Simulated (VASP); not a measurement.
# Au: single point with PBE

Au:

```
Au
1.0
     2.72339    0.01605   -0.02815
     0.00354    2.72188    0.00270
    -1.15667   -1.14613    4.78546
Au
2
Cartesian
  0.0700 0.0601 3.4607
  1.5003 1.5317 1.2993
```

This cell differs from its parent crystal: strained and its atoms moved.

```
Program                : VASP 6.6.1
Task                   : single point
Functional             : PBE
Potentials or basis    : VASP PAW PBE potentials, release 64 (Au)
Cutoff                 : 520 eV
k mesh                 : 16 × 16 × 8
Occupations            : gaussian, width 0.1 eV
Spin                   : no spin polarisation
Dipole correction      : no
Further INCAR settings : ALGO = Fast; EDIFF = 1e-06; NBANDS = 18
```

The pressure is 14.6 GPa and the largest force is 0.252 eV/Å. The band gap on the k mesh is zero (bands 11 and 12 overlap by 5.41 eV).

Forces on the atoms (eV/Å):
```
Au  -0.013 -0.036  0.249
Au   0.013  0.036 -0.249
```

Stress tensor (GPa, compression positive):
```
13.86  0.42  1.86
 0.42 14.11  2.27
 1.86  2.27 15.81
```

Levels at points of the mesh, in eV from the Fermi level:
| k point | band 9 | band 10 | band 11 | band 12 | band 13 | band 14 |
| --- | --- | --- | --- | --- | --- | --- |
| (0.00, 0.00, 0.00) | -2.44 | -2.14 | -1.69 | -0.41 | 3.09 | 14.61 |
| (0.50, 0.00, 0.00) | -2.50 | -1.94 | 0.50 | 1.35 | 2.55 | 5.95 |
| (0.00, 0.50, 0.00) | -2.52 | -1.88 | 0.55 | 1.31 | 2.76 | 6.02 |
| (0.50, 0.50, 0.00) | -0.73 | -0.70 | 2.72 | 4.80 | 6.72 | 6.78 |
| (0.00, 0.00, 0.50) | -2.08 | -1.83 | -1.68 | -1.62 | 9.69 | 12.24 |
| (0.50, 0.00, 0.50) | -2.35 | -2.17 | 0.03 | 1.26 | 1.96 | 5.70 |
| (0.00, 0.50, 0.50) | -2.32 | -2.18 | -0.03 | 1.13 | 2.02 | 5.60 |
| (0.50, 0.50, 0.50) | -0.74 | -0.70 | 2.88 | 5.56 | 6.31 | 7.07 |

It took 3.4 min on 1 thread of Intel(R) Xeon(R) 6975P-C (Granite Rapids), on a shared host, peak memory 0.58 GiB.

Caveat: the cell differs from its parent crystal (strained and its atoms moved); the cell stands under pressure; spin-orbit coupling is left out, which moves the levels of the heavy elements.
